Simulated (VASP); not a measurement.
Wanted: the native input for a VASP 6.6.1 run.

| Item | Value |
| --- | --- |
| Task | single point |
| Functional | r2SCAN |
| Potentials or basis | VASP PAW PBE potentials, release 64 (Ag) |
| Cutoff | 520 eV |
| k mesh | 18 × 18 × 10 |
| Occupations | gaussian, width 0.15 eV |
| Spin | no spin polarisation |
| Dipole correction | no |
| Further INCAR settings | ALGO = Normal; EDIFF = 1e-06; NBANDS = 18 |

Ag:

```
Ag
1.0
     3.04720    0.00000    0.00000
    -1.52360    2.63895    0.00000
     0.00000    0.00000    4.98160
Ag
2
Direct
  0.33333 0.66667 0.25000
  0.66667 0.33333 0.75000
```

This cell differs from its parent crystal: strain +0.040 along x and y, +0.040 along z.

These files were run (other wordings do the same):

POSCAR

```
Ag
1.0
    3.0471980036      0.0000000000      0.0000000000
   -1.5235990018      2.6389508815      0.0000000000
    0.0000000000      0.0000000000      4.9816000000
Ag
2
Direct
    0.3333333333      0.6666666667      0.2500000000
    0.6666666667      0.3333333333      0.7500000000
```

INCAR.step1

```
PREC = Accurate
ENCUT = 520
ISMEAR = 0
SIGMA = 0.15
LREAL = F
LASPH = T
NELM = 60
NBANDS = 18
GGA = PE
ALGO = Normal
EDIFF = 1E-4
LWAVE = T
LCHARG = F
```

INCAR.step2

```
PREC = Accurate
ENCUT = 520
EDIFF = 1E-6
ISMEAR = 0
SIGMA = 0.15
LREAL = F
LASPH = T
NELM = 60
ALGO = Normal
ISIF = 2
LWAVE = F
LCHARG = F
METAGGA = R2SCAN
LMIXTAU = T
NBANDS = 18
ISTART = 1
```

KPOINTS

```
Automatic mesh
0
Gamma
  18 18 10
```

Potentials or basis: VASP PAW PBE potentials, release 64 (Ag).

Launch:

```console
$ cat potpaw_PBE.64/Ag/POTCAR > POTCAR
$ cp INCAR.step1 INCAR
$ mpirun -np 1 vasp_std > vasp.out
$ cp INCAR.step2 INCAR
$ mpirun -np 1 vasp_std > vasp.out
```

It gave:

```yaml
Pressure: -9.8 GPa
Band_gap_on_the_k_mesh: zero (bands 11 and 12 overlap by 7.43 eV)
```

Caveat: the cell differs from its parent crystal (strain +0.040 along x and y, +0.040 along z); the cell stands under tension; the PAW data sets were made with another functional, which shifts forces and pressure a little.

Wall time 3.7 min on 1 thread of Intel(R) Xeon(R) Platinum 8488C (Sapphire Rapids), with other jobs on the host, peak memory 0.26 GiB.
